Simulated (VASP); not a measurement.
# MgI2 (Fm-3m) in VASP: notebook, part 2 of 3

VASP 6.6.1. The steps go on from the part before.

## (3) Single point, r2SCAN

POSCAR reads:

```
MgI2
1.0
    0.0000000000      3.7557205824      3.7557205824
    3.7557205824      0.0000000000      3.7557205824
    3.7557205824      3.7557205824      0.0000000000
Mg I
1 2
Direct
    0.0000000000      0.0000000000      0.0000000000
    0.2500000000      0.2500000000      0.2500000000
    0.7500000000      0.7500000000      0.7500000000
```

INCAR.step1 reads:

```
ALGO     = Normal         # electronic algorithm
EDIFF    = 1E-4           # SCF threshold, eV
ENCUT    = 520            # plane-wave cutoff, eV
GGA      = PE             # functional
ISMEAR   = 0              # smearing method
LASPH    = T              # aspherical terms in the spheres
LCHARG   = F              # write CHGCAR
LREAL    = F              # projectors in reciprocal space
LWAVE    = T              # write WAVECAR
NBANDS   = 15             # bands
NELM     = 80             # most SCF steps
PREC     = Accurate       # precision mode
SIGMA    = 0.01           # smearing width, eV
```

INCAR.step2 reads:

```
ALGO     = Normal         # electronic algorithm
EDIFF    = 1E-6           # SCF threshold, eV
ENCUT    = 520            # plane-wave cutoff, eV
ISIF     = 2              # what is computed and relaxed
ISMEAR   = 0              # smearing method
ISTART   = 1            
LASPH    = T              # aspherical terms in the spheres
LCHARG   = F              # write CHGCAR
LMIXTAU  = T            
LREAL    = F              # projectors in reciprocal space
LWAVE    = F              # write WAVECAR
METAGGA  = R2SCAN         # meta-GGA
NBANDS   = 15             # bands
NELM     = 80             # most SCF steps
PREC     = Accurate       # precision mode
SIGMA    = 0.01           # smearing width, eV
```

KPOINTS reads:

```
k-points
0
Gamma
  6 6 6
```

Potentials or basis: VASP PAW PBE potentials, release 64 (Mg, I).

Command:

```
$ cat potpaw_PBE.64/Mg/POTCAR potpaw_PBE.64/I/POTCAR > POTCAR
$ cp INCAR.step1 INCAR
$ mpirun -np 1 vasp_std > vasp.out
$ cp INCAR.step2 INCAR
$ mpirun -np 1 vasp_std > vasp.out
```

OUTCAR:

```text
EDIFF = 1E-6
   ENCUT = 520
   ISIF = 2
   ISMEAR = 0
   ISTART = 1
   LASPH = T
   LREAL = F
   METAGGA = R2SCAN
   NELM = 80
   PREC = Accurate

 ion  position               nearest neighbor table
   1  0.000  0.000  0.000-   3 3.25   3 3.25   3 3.25   2 3.25   3 3.25   2 3.25   2 3.25   2 3.25

   2  0.250  0.250  0.250-   1 3.25   1 3.25   1 3.25   1 3.25
   3  0.750  0.750  0.750-   1 3.25   1 3.25   1 3.25   1 3.25

  LATTYP: Found a face centered cubic cell.
 ALAT       =     7.5114411648

  Lattice vectors:

 A1 = (   0.0000000000,   3.7557205824,   3.7557205824)
 A2 = (   3.7557205824,   0.0000000000,   3.7557205824)
 A3 = (   3.7557205824,   3.7557205824,   0.0000000000)

Analysis of symmetry for initial positions (statically):
=====================================================================
 Subroutine PRICEL returns:
 Original cell was already a primitive cell.

 Routine SETGRP: Setting up the symmetry group for a
 face centered cubic supercell.

 Subroutine GETGRP returns: Found 48 space group operations
 (whereof 48 operations were pure point group operations)
 out of a pool of 48 trial point group operations.

The static configuration has the point symmetry O_h .

Analysis of symmetry for dynamics (positions and initial velocities):
=====================================================================
 Subroutine PRICEL returns:
 Original cell was already a primitive cell.

 Routine SETGRP: Setting up the symmetry group for a
 face centered cubic supercell.

 Subroutine GETGRP returns: Found 48 space group operations
 (whereof 48 operations were pure point group operations)
 out of a pool of 48 trial point group operations.

The dynamic configuration has the point symmetry O_h .

 Subroutine INISYM returns: Found 48 space group operations
 (whereof 48 operations are pure point group operations),
 and found     1 'primitive' translations

[... 117 lines left out ...]
   LRPA    =     F    only Hartree local field effects (RPA)
 non-spin polarized calculation
 Gauss-broadening in eV      SIGMA  =   0.01
  energy-cutoff  :      520.00
  volume of cell :      105.95
 maximum number of plane-waves:      2884
   NGX = 19   NGY = 19   NGZ = 19

 number of electron      16.0000001 magnetization

 Free energy of the ion-electron system (eV)
  ---------------------------------------------------
  ext. energy  EPLUGINS =         0.00000000
  ---------------------------------------------------
  free energy    TOTEN  =       -55.45767991 eV

  energy without entropy =      -55.45767991  energy(sigma->0) =      -55.45767991

 E-fermi :   3.1375     XC(G=0):  -8.4832

 val. band max:        3.0483844864   @ k =   0.5000   0.5000   0.0000
 cond. band min:       4.3429805633   @ k =   0.0000   0.0000   0.0000
 fundamental gap:      1.2945960769
 Fermi energy:         3.1375180450

 k-point     1 :       0.0000    0.0000    0.0000
  band No.  band energies     occupation
      1     -10.3009      2.00000
      2      -8.6238      2.00000
      3      -0.0029      2.00000
      4      -0.0029      2.00000
      5      -0.0029      2.00000
      6       1.8965      2.00000
      7       1.8965      2.00000
      8       1.8965      2.00000
      9       4.3430      0.00000
     10       6.5811      0.00000
     11       6.5811      0.00000
     12       6.5811      0.00000
     13       8.7894      0.00000
     14       8.7894      0.00000
[... 257 lines left out ...]
      2      -9.2976      2.00000
      3      -1.7328      2.00000
      4      -1.0323      2.00000
      5      -0.1562      2.00000
      6       1.4135      2.00000
      7       2.6304      2.00000
      8       2.9209      2.00000
      9       5.1766      0.00000
     10       8.0556      0.00000
     11       8.6317      0.00000
     12       9.5781      0.00000
     13      11.0851      0.00000
     14      11.2377      0.00000
     15      11.4538      0.00000

------------------------ aborting loop because EDIFF is reached ----------------------------------------

  FORCE on cell =-STRESS in cart. coord.  units (eV):
  Direction    XX          YY          ZZ          XY          YZ          ZX
  --------------------------------------------------------------------------------------
  -------------------------------------------------------------------------------------
  Total       -0.0731579     -0.0731579     -0.0731579     -0.0000000      0.0000000     -0.0000000
  in kB       -1.1062714     -1.1062714     -1.1062714     -0.0000000      0.0000000     -0.0000000
  external PRESSURE =      -1.1062714 kB  Pullay stress =       0.0000000 kB

 VOLUME and BASIS-vectors are now :
 -----------------------------------------------------------------------------
  energy-cutoff  :      520.00
  volume of cell :      105.95
      direct lattice vectors                 reciprocal lattice vectors
     0.000000000  3.755720582  3.755720582    -0.133130245  0.133130245  0.133130245
     3.755720582  0.000000000  3.755720582     0.133130245 -0.133130245  0.133130245
     3.755720582  3.755720582  0.000000000     0.133130245  0.133130245 -0.133130245

 POSITION                                       TOTAL-FORCE (eV/Angst)
 -----------------------------------------------------------------------------------
      0.00000      0.00000      0.00000         0.000000     -0.000000     -0.000000
      1.87786      1.87786      1.87786        -0.000000     -0.000000     -0.000000
      5.63358      5.63358      5.63358         0.000000      0.000000      0.000000
 -----------------------------------------------------------------------------------
    total drift:                                0.000000     -0.000000      0.000000

  FREE ENERGIE OF THE ION-ELECTRON SYSTEM (eV)
  ---------------------------------------------------
  free  energy   TOTEN  =       -55.4576799098 eV

  energy  without entropy=      -55.4576799098  energy(sigma->0) =      -55.45767991
```

OUTCAR.step1:

```text
EDIFF = 1E-4
   ENCUT = 520
   GGA = PE
   ISMEAR = 0
[... 503 lines left out ...]
      0.00000      0.00000      0.00000        -0.000000      0.000000      0.000000
      1.87786      1.87786      1.87786        -0.000000     -0.000000     -0.000000
      5.63358      5.63358      5.63358         0.000000      0.000000     -0.000000
 -----------------------------------------------------------------------------------
    total drift:                                0.000000     -0.000000      0.000000

  FREE ENERGIE OF THE ION-ELECTRON SYSTEM (eV)
  ---------------------------------------------------
  free  energy   TOTEN  =        -6.4020562332 eV

  energy  without entropy=       -6.4020562332  energy(sigma->0) =       -6.40205623
```

Wall time 84 s (1 thread of Intel Xeon Platinum 8488C (Sapphire Rapids), shared host); peak memory 0.27 GiB.

What came out:

```
Free energy            : -55.4577 eV
Pressure               : -0.1 GPa
Band gap on the k mesh : 1.29 eV (least direct gap 1.51 eV)
```

Caveat: the PAW data sets were made with another functional, which shifts forces and pressure a little; spin-orbit coupling is left out, which moves the levels of the heavy elements. A k mesh can miss the band edges.

[end of part 2 of 3]
